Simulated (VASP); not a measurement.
# Sr (P6/mmm) in VASP: further runs

Runs on Sr. Level: PBE+D3(BJ). Tasks: single point.

Everything below comes from runs of VASP 6.6.1. Logs are shortened: lines on timing, memory, paths and dates and some standing lists are left out, and cuts for length are marked.

### 1 The cell of the first run

It takes space group P6/mmm (No. 191, hexagonal). The conventional cell has a = 10.988 Å, b = 10.988 Å, c = 4.808 Å, α = 90.00°, β = 90.00°, γ = 120.00°.

### 2 Single point, PBE+D3(BJ) (strain +0.0875 x Voigt [0, 0, 1, 0, 0, 0])

File INCAR:

```
SYSTEM = Sr
  PREC = Accurate
  ENCUT = 520
  EDIFF = 1E-7
  ISMEAR = 0
  SIGMA = 0.03
  LREAL = .FALSE.
  LASPH = .TRUE.
  NELM = 80
  ALGO = Normal
  ISIF = 2
  LWAVE = .FALSE.
  LCHARG = .TRUE.
  GGA = PE
  IVDW = 12
  LELF = .TRUE.
  LVHAR = .TRUE.
  NBANDS = 11
```

File KPOINTS:

```
Automatic mesh
0
G
  6 6 8
  0 0 0
```

File POSCAR:

```
Sr
1.0
   10.9876299658      0.0000000000      0.0000000000
   -5.4938149829      9.5155666777      0.0000000000
    0.0000000000      0.0000000000      4.8079592021
Sr
1
Direct
    0.0000000000      0.0000000000      0.0000000000
```

Potentials or basis: VASP PAW PBE potentials, release 64 (Sr_sv).

Command:

```sh
cat potpaw_PBE.64/Sr_sv/POTCAR > POTCAR
mpirun -np 1 vasp_std > vasp.out
```

OUTCAR:

```text
SYSTEM = Sr
   PREC = Accurate
   ENCUT = 520
   EDIFF = 1E-7
   ISMEAR = 0
   LREAL = .FALSE.
   LASPH = .TRUE.
   NELM = 80
   ISIF = 2
   GGA = PE
   IVDW = 12
 IVDW          = 12

 ion  position               nearest neighbor table
   1  0.000  0.000  0.000-

  LATTYP: Found a hexagonal cell.
 ALAT       =    10.9876299658
 C/A-ratio  =     0.4375792793

  Lattice vectors:

 A1 = (  10.9876299658,   0.0000000000,   0.0000000000)
 A2 = (  -5.4938149829,   9.5155666777,   0.0000000000)
 A3 = (   0.0000000000,   0.0000000000,   4.8079592021)

Analysis of symmetry for initial positions (statically):
=====================================================================
 Subroutine PRICEL returns:
 Original cell was already a primitive cell.

 Routine SETGRP: Setting up the symmetry group for a
 hexagonal supercell.

 Subroutine GETGRP returns: Found 24 space group operations
 (whereof 24 operations were pure point group operations)
 out of a pool of 24 trial point group operations.

The static configuration has the point symmetry D_6h.

Analysis of symmetry for dynamics (positions and initial velocities):
=====================================================================
 Subroutine PRICEL returns:
 Original cell was already a primitive cell.

 Routine SETGRP: Setting up the symmetry group for a
 hexagonal supercell.

 Subroutine GETGRP returns: Found 24 space group operations
 (whereof 24 operations were pure point group operations)
 out of a pool of 24 trial point group operations.

The dynamic configuration has the point symmetry D_6h.

 Subroutine INISYM returns: Found 24 space group operations
 (whereof 24 operations are pure point group operations),
 and found     1 'primitive' translations

----------------------------------------------------------------------------------------

                                     Primitive cell

  volume of cell :     502.6891

  direct lattice vectors                    reciprocal lattice vectors
    10.987629966  0.000000000  0.000000000     0.091011438  0.052545478  0.000000000
    -5.493814983  9.515566678  0.000000000     0.000000000  0.105090956  0.000000000
     0.000000000  0.000000000  4.807959202     0.000000000  0.000000000  0.207988454

  length of vectors
    10.987629966 10.987629966  4.807959202     0.105090956  0.105090956  0.207988454

  position of ions in fractional coordinates (direct lattice)
     0.000000000  0.000000000  0.000000000

  ion indices of the primitive-cell ions
   primitive index   ion index
                 1           1

----------------------------------------------------------------------------------------

 KPOINTS: Automatic mesh

Automatic generation of k-mesh.
 Grid dimensions read from file:
 generate k-points for:    6    6    8

 Generating k-lattice:

  Cartesian coordinates                     Fractional coordinates (reciprocal lattice)
     0.015168573  0.008757580  0.000000000     0.166666667  0.000000000  0.000000000
     0.000000000  0.017515159  0.000000000     0.000000000  0.166666667  0.000000000
     0.000000000  0.000000000  0.025998557     0.000000000  0.000000000  0.125000000

  Length of vectors
     0.017515159  0.017515159  0.025998557

  Shift w.r.t. Gamma in fractional coordinates (k-lattice)
     0.000000000  0.000000000  0.000000000

 Subroutine IBZKPT returns following result:
 ===========================================

 Found     35 irreducible k-points:

 Following reciprocal coordinates:
            Coordinates               Weight
  0.000000  0.000000  0.000000      1.000000
  0.166667 -0.000000  0.000000      6.000000
  0.333333  0.000000  0.000000      6.000000
  0.500000  0.000000  0.000000      3.000000
  0.166667  0.166667  0.000000      6.000000
  0.333333  0.166667  0.000000     12.000000
[... 16 lines left out ...]
  0.166667 -0.000000  0.375000     12.000000
  0.333333  0.000000  0.375000     12.000000
 [... further k-points ...]
   k-points           NKPTS =     35   k-points in BZ     NKDIM =     35   number of bands    NBANDS=     11
   number of dos      NEDOS =    301   number of ions     NIONS =      1
   total plane-waves  NPLWV = 254016
   dimension x,y,z NGX =    84 NGY =   84 NGZ =   36
   dimension x,y,z NGXF=   168 NGYF=  168 NGZF=   72
   ions per type =               1
   NGX,Y,Z   is equivalent  to a cutoff of  12.71, 12.71, 12.45 a.u.
   NGXF,Y,Z  is equivalent  to a cutoff of  25.42, 25.42, 24.90 a.u.
 SYSTEM =  Sr
   PREC   = accura    normal or accurate (medium, high low for compatibility)
   ISTART =      0    job   : 0-new  1-cont  2-samecut
   ICHARG =      2    charge: 1-file 2-atom 10-const
   ISPIN  =      1    spin polarized calculation?
   LNONCOLLINEAR =      F non collinear calculations
   LSORBIT =      F    spin-orbit coupling
   LASPH  =      T    aspherical Exc in radial PAW
   ENCUT  =  520.0 eV  38.22 Ry    6.18 a.u.  20.43 20.43  8.94*2*pi/ulx,y,z
   NELM   =     80;   NELMIN=  2; NELMDL= -5     # of ELM steps
   EDIFF  = 0.1E-06   stopping-criterion for ELM
   LREAL  =      F    real-space projection
   EDIFFG = 0.1E-05   stopping-criterion for IOM
   NSW    =      0    number of steps for IOM
   IBRION =     -1    ionic relax: 0-MD 1-quasi-New 2-CG
   NFREE  =      0    steps in history (QN), initial steepest desc. (CG)
   ISIF   =      2    stress and relaxation
   ISYM   =      2    0-nonsym 1-usesym 2-fastsym
   POTIM  = 0.5000    time-step for ionic-motion
   TEBEG  =    0.0;   TEEND  =   0.0 temperature during run
   PSTRESS=    0.0 pullay stress
   NELECT =      10.0000    total number of electrons
   NUPDOWN=      -1.0000    fix difference up-down
   EMIN   =  10.00;   EMAX   =-10.00  energy-range for DOS
   EFERMI =   0.00;   METHOD = LEGACY
   ISMEAR =     0;   SIGMA  =   0.03  broadening in eV -4-tet -1-fermi 0-gaus
   EFERMI_NEDOS =   21; number of points for ismear=-14 and -15
   IALGO  =     38    algorithm
   IMIX   =      4    mixing-type and parameters
     AMIX     =   0.40;   BMIX     =  1.00
     AMIX_MAG =   1.60;   BMIX_MAG =  1.00
  volume/ion in A,a.u.               =     502.69      3392.31
  Fermi-wavevector in a.u.,A,eV,Ry     =   0.443583  0.838251  2.677164  0.196766
  Thomas-Fermi vector in A             =   1.420173
   LORBIT       =      0    0 simple, 1 ext, 2 COOP (PROOUT), +10 PAW based schemes
   GGA     = PE    functional components
   LHFCALC =     F    Hartree Fock is set to
   AEXX    =    0.0000 exact exchange contribution
   IVDW    =    12    specifies the selected vdW correction
   LEPSILON=     F    determine dielectric tensor
   LRPA    =     F    only Hartree local field effects (RPA)
 non-spin polarized calculation
 Gauss-broadening in eV      SIGMA  =   0.03
  energy-cutoff  :      520.00
  volume of cell :      502.69
 maximum number of plane-waves:     13584
 NGX is ok and might be reduce to    84
   NGX = 41   NGY = 41   NGZ = 17

 number of electron      10.0000000 magnetization

 Free energy of the ion-electron system (eV)
  ---------------------------------------------------
  ext. energy  EPLUGINS =         0.00000000
  ---------------------------------------------------
  free energy    TOTEN  =        -0.24753291 eV

  energy without entropy =       -0.24753291  energy(sigma->0) =       -0.24753291

 E-fermi :  -1.7282     XC(G=0):  -2.1524

 val. band max:       -1.9676786890   @ k =   0.3333   0.3333   0.5000
 cond. band min:      -1.4747995481   @ k =   0.0000   0.0000   0.5000
 fundamental gap:      0.4928791408
 Fermi energy:        -1.7281810763

 k-point     1 :       0.0000    0.0000    0.0000
  band No.  band energies     occupation
      1     -40.0934      2.00000
      2     -22.0493      2.00000
      3     -22.0493      2.00000
      4     -21.9443      2.00000
      5      -3.5887      2.00000
      6      -1.0674      0.00000
      7      -1.0144      0.00000
      8      -1.0144      0.00000
      9      -0.7332      0.00000
     10      -0.7332      0.00000
     11       0.2284      0.00000

 k-point     2 :       0.1667   -0.0000    0.0000
  band No.  band energies     occupation
      1     -40.0934      2.00000
      2     -22.0493      2.00000
      3     -22.0493      2.00000
      4     -21.9443      2.00000
      5      -3.5864      2.00000
      6      -1.1119      0.00000
      7      -1.0273      0.00000
      8      -1.0081      0.00000
      9      -0.7351      0.00000
     10      -0.7195      0.00000
     11       0.2286      0.00000

 k-point     3 :       0.3333    0.0000    0.0000
  band No.  band energies     occupation
      1     -40.0934      2.00000
      2     -22.0493      2.00000
      3     -22.0493      2.00000
      4     -21.9443      2.00000
      5      -3.5817      2.00000
      6      -1.1816      0.00000
      7      -1.0500      0.00000
      8      -1.0064      0.00000
      9      -0.7408      0.00000
     10      -0.6953      0.00000
     11       0.2281      0.00000

 k-point     4 :       0.5000    0.0000    0.0000
  band No.  band energies     occupation
      1     -40.0934      2.00000
      2     -22.0493      2.00000
      3     -22.0493      2.00000
      4     -21.9443      2.00000
      5      -3.5793      2.00000
      6      -1.2121      0.00000
      7      -1.0602      0.00000
      8      -1.0068      0.00000
      9      -0.7442      0.00000
     10      -0.6844      0.00000
     11       0.2279      0.00000
[... 239 lines left out ...]
 k-point    22 :       0.0000    0.0000    0.3750
  band No.  band energies     occupation
      1     -40.0928      2.00000
      2     -22.0475      2.00000
      3     -22.0475      2.00000
      4     -21.9655      2.00000
      5      -2.4891      2.00000
      6      -1.0667      0.00000
      7      -1.0597      0.00000
      8      -1.0597      0.00000
      9      -0.4295      0.00000
     10      -0.4295      0.00000
     11       0.3094      0.00000

 k-point    23 :       0.1667   -0.0000    0.3750
  band No.  band energies     occupation
      1     -40.0928      2.00000
      2     -22.0475      2.00000
      3     -22.0475      2.00000
      4     -21.9655      2.00000
      5      -2.4858      2.00000
      6      -1.0679      0.00000
      7      -1.0641      0.00000
      8      -1.0615      0.00000
      9      -0.4305      0.00000
     10      -0.4248      0.00000
     11       0.2421      0.00000

 k-point    24 :       0.3333    0.0000    0.3750
  band No.  band energies     occupation
      1     -40.0928      2.00000
      2     -22.0475      2.00000
      3     -22.0475      2.00000
      4     -21.9655      2.00000
      5      -2.4792      2.00000
      6      -1.0837      0.00000
      7      -1.0651      0.00000
      8      -1.0595      0.00000
      9      -0.4324      0.00000
     10      -0.4151      0.00000
     11       0.1443      0.00000

 [... further k-points ...]

------------------------ aborting loop because EDIFF is reached ----------------------------------------

 Edisp (eV)   -0.10646

 E8    (eV) :    -0.0606

  FORCE on cell =-STRESS in cart. coord.  units (eV):
  Direction    XX          YY          ZZ          XY          YZ          ZX
  --------------------------------------------------------------------------------------
  -------------------------------------------------------------------------------------
  Total      -0.03702    -0.03702    -0.19121     0.00000     0.00000     0.00000
  in kB      -0.11800    -0.11800    -0.60943     0.00000     0.00000     0.00000
  external pressure =       -0.28 kB  Pullay stress =        0.00 kB

 VOLUME and BASIS-vectors are now :
 -----------------------------------------------------------------------------
  energy-cutoff  :      520.00
  volume of cell :      502.69
      direct lattice vectors                 reciprocal lattice vectors
    10.987629966  0.000000000  0.000000000     0.091011438  0.052545478  0.000000000
    -5.493814983  9.515566678  0.000000000     0.000000000  0.105090956  0.000000000
     0.000000000  0.000000000  4.807959202     0.000000000  0.000000000  0.207988454

 POSITION                                       TOTAL-FORCE (eV/Angst)
 -----------------------------------------------------------------------------------
      0.00000      0.00000      0.00000         0.000000      0.000000      0.000000
 -----------------------------------------------------------------------------------
    total drift:                               -0.000000     -0.000000      0.000000

  FREE ENERGIE OF THE ION-ELECTRON SYSTEM (eV)
  ---------------------------------------------------
  free  energy   TOTEN  =        -0.3539884419 eV

  energy  without entropy=       -0.3539884419  energy(sigma->0) =       -0.35398844
```

Wall time 4.1 min (1 thread of Intel Xeon 6975P-C, shared host); peak memory 0.65 GiB.

Results:

| Item | Value |
| --- | --- |
| Free energy | -0.3540 eV |
| Pressure | 0.0 GPa |
| Band gap on the k mesh | 0.49 eV, indirect (least direct gap 0.51 eV) |
| Dispersion energy per atom | -0.106 eV |

Caveat: the cell differs from its parent crystal (strain +0.0875 x Voigt [0, 0, 1, 0, 0, 0]).

### 3 Single point, PBE+D3(BJ) (strain +0.1000 x Voigt [0, 0, 1, 0, 0, 0])

File INCAR:

```
PREC = Accurate
ENCUT = 520
EDIFF = 1E-6
ISMEAR = 0
SIGMA = 0.03
LREAL = F
LASPH = T
NELM = 100
ALGO = Normal
ISIF = 2
LWAVE = F
LCHARG = T
GGA = PE
IVDW = 12
LELF = T
LVHAR = T
NBANDS = 11
```

File KPOINTS:

```
regular mesh
0
Gamma
  6 6 8
```

POSCAR, as its differences from that of step 2:

```diff
@@ -4,3 +4,3 @@
    -5.4938149829      9.5155666777      0.0000000000
-    0.0000000000      0.0000000000      4.8079592021
+    0.0000000000      0.0000000000      4.8632231010
 Sr
```

Potentials or basis: VASP PAW PBE potentials, release 64 (Sr_sv).

Command:

```sh
cat potpaw_PBE.64/Sr_sv/POTCAR > POTCAR
mpirun -np 1 vasp_std > vasp.out
```

OUTCAR:

```text
PREC = Accurate
   ENCUT = 520
   EDIFF = 1E-6
   ISMEAR = 0
   LREAL = F
   LASPH = T
   NELM = 100
   ISIF = 2
   GGA = PE
   IVDW = 12
 IVDW          = 12

 ion  position               nearest neighbor table
   1  0.000  0.000  0.000-

  LATTYP: Found a hexagonal cell.
 ALAT       =    10.9876299658
 C/A-ratio  =     0.4426089262

  Lattice vectors:

 A1 = (  10.9876299658,   0.0000000000,   0.0000000000)
 A2 = (  -5.4938149829,   9.5155666777,   0.0000000000)
 A3 = (   0.0000000000,   0.0000000000,   4.8632231010)

Analysis of symmetry for initial positions (statically):
=====================================================================
 Subroutine PRICEL returns:
 Original cell was already a primitive cell.

 Routine SETGRP: Setting up the symmetry group for a
 hexagonal supercell.

 Subroutine GETGRP returns: Found 24 space group operations
 (whereof 24 operations were pure point group operations)
 out of a pool of 24 trial point group operations.

The static configuration has the point symmetry D_6h.

Analysis of symmetry for dynamics (positions and initial velocities):
=====================================================================
[... 168 lines left out ...]
      3     -22.0722      2.00000
      4     -21.9728      2.00000
      5      -3.5751      2.00000
      6      -1.0668      0.00000
      7      -1.0103      0.00000
      8      -1.0103      0.00000
      9      -0.7396      0.00000
     10      -0.7396      0.00000
     11       0.2166      0.00000
[... 309 lines left out ...]
 k-point    24 :       0.3333    0.0000    0.3750
  band No.  band energies     occupation
      1     -40.1180      2.00000
      2     -22.0707      2.00000
      3     -22.0707      2.00000
      4     -21.9912      2.00000
      5      -2.4984      2.00000
      6      -1.0860      0.00000
      7      -1.0798      0.00000
      8      -1.0609      0.00000
      9      -0.4547      0.00000
     10      -0.4374      0.00000
     11       0.1064      0.00000

 [... further k-points ...]

------------------------ aborting loop because EDIFF is reached ----------------------------------------

 Edisp (eV)   -0.10883

 E8    (eV) :    -0.0620

  FORCE on cell =-STRESS in cart. coord.  units (eV):
  Direction    XX          YY          ZZ          XY          YZ          ZX
  --------------------------------------------------------------------------------------
  -------------------------------------------------------------------------------------
  Total      -0.03720    -0.03720    -0.33473    -0.00000     0.00000     0.00000
  in kB      -0.11723    -0.11723    -1.05472    -0.00000     0.00000     0.00000
  external pressure =       -0.43 kB  Pullay stress =        0.00 kB

 VOLUME and BASIS-vectors are now :
 -----------------------------------------------------------------------------
  energy-cutoff  :      520.00
  volume of cell :      508.47
      direct lattice vectors                 reciprocal lattice vectors
    10.987629966  0.000000000  0.000000000     0.091011438  0.052545478  0.000000000
    -5.493814983  9.515566678  0.000000000     0.000000000  0.105090956  0.000000000
     0.000000000  0.000000000  4.863223101     0.000000000  0.000000000  0.205624949

 POSITION                                       TOTAL-FORCE (eV/Angst)
 -----------------------------------------------------------------------------------
      0.00000      0.00000      0.00000         0.000000      0.000000      0.000000
 -----------------------------------------------------------------------------------
    total drift:                               -0.000000     -0.000000     -0.000000

  FREE ENERGIE OF THE ION-ELECTRON SYSTEM (eV)
  ---------------------------------------------------
  free  energy   TOTEN  =        -0.3510290028 eV

  energy  without entropy=       -0.3510290028  energy(sigma->0) =       -0.35102900
```

OSZICAR:

```text
N       E                     dE             d eps       ncg     rms          rms(c)
DAV:   1     0.309053144308E+02    0.30905E+02   -0.33876E+03  1181   0.558E+02
DAV:   2     0.250364569420E+01   -0.28402E+02   -0.28085E+02   944   0.969E+01
DAV:   3     0.592131758839E-01   -0.24444E+01   -0.24391E+01  1357   0.206E+01
DAV:   4    -0.240312473783E+00   -0.29953E+00   -0.29910E+00  1164   0.415E+00
DAV:   5    -0.249553341691E+00   -0.92409E-02   -0.92261E-02  1260   0.703E-01    0.342E+00
DAV:   6    -0.245775136796E+00    0.37782E-02   -0.76148E-03  1189   0.405E-01    0.191E+00
DAV:   7    -0.241874846947E+00    0.39003E-02   -0.12817E-02  1231   0.493E-01    0.136E-01
DAV:   8    -0.241885892443E+00   -0.11045E-04   -0.10403E-03  1227   0.113E-01    0.314E-02
DAV:   9    -0.241916706708E+00   -0.30814E-04   -0.24143E-04  1171   0.443E-02    0.247E-02
DAV:  10    -0.242039935053E+00   -0.12323E-03   -0.34495E-04  1049   0.483E-02    0.143E-02
DAV:  11    -0.242163315855E+00   -0.12338E-03   -0.90674E-05   901   0.419E-02    0.112E-02
DAV:  12    -0.242188337248E+00   -0.25021E-04   -0.19353E-05  1042   0.173E-02    0.607E-03
DAV:  13    -0.242193781774E+00   -0.54445E-05   -0.32320E-06  1064   0.810E-03    0.319E-03
DAV:  14    -0.242195203083E+00   -0.14213E-05   -0.46137E-06   896   0.120E-02    0.172E-03
DAV:  15    -0.242195331987E+00   -0.12890E-06   -0.18174E-07  1076   0.240E-03
   1 F= -.35102900E+00 E0= -.35102900E+00  d E =-.156160E-30
```

stdout:

```text
POSCAR found type information on POSCAR Sr
 POSCAR found :  1 types and       1 ions
 scaLAPACK will be used
 LDA part: xc-table for (Slater+PW92), standard interpolation
 POSCAR, INCAR and KPOINTS ok, starting setup
 FFT: planning ... GRIDC
 FFT: planning ... GRID_SOFT
 FFT: planning ... GRID
 WAVECAR not read
 entering main loop
```

Wall time 4 min (1 thread of Intel Xeon 6975P-C, shared host); peak memory 0.67 GiB.

What came out:

* Free energy: -0.3510 eV
* Pressure: 0.0 GPa
* Band gap on the k mesh: 0.52 eV, indirect (least direct gap 0.54 eV)
* Dispersion energy per atom: -0.109 eV

Levels at points of the mesh, in eV from the valence-band top:
```tsv
k point	band 1	band 2	band 3	band 4	band 5	band 6	band 7	band 8	band 9	band 10
(0.00, 0.00, 0.00)	-38.11	-20.06	-20.06	-19.96	-1.57	0.94	1.00	1.00	1.27	1.27
(0.50, 0.00, 0.00)	-38.11	-20.06	-20.06	-19.96	-1.56	0.80	0.95	1.00	1.26	1.32
(0.00, 0.00, 0.50)	-38.11	-20.06	-20.06	-19.98	-0.02	0.52	0.93	0.93	1.62	1.62
(0.50, 0.00, 0.50)	-38.11	-20.06	-20.06	-19.98	0.00	0.53	0.92	0.93	1.61	1.63
```

Caveat: the cell differs from its parent crystal (strain +0.1000 x Voigt [0, 0, 1, 0, 0, 0]).
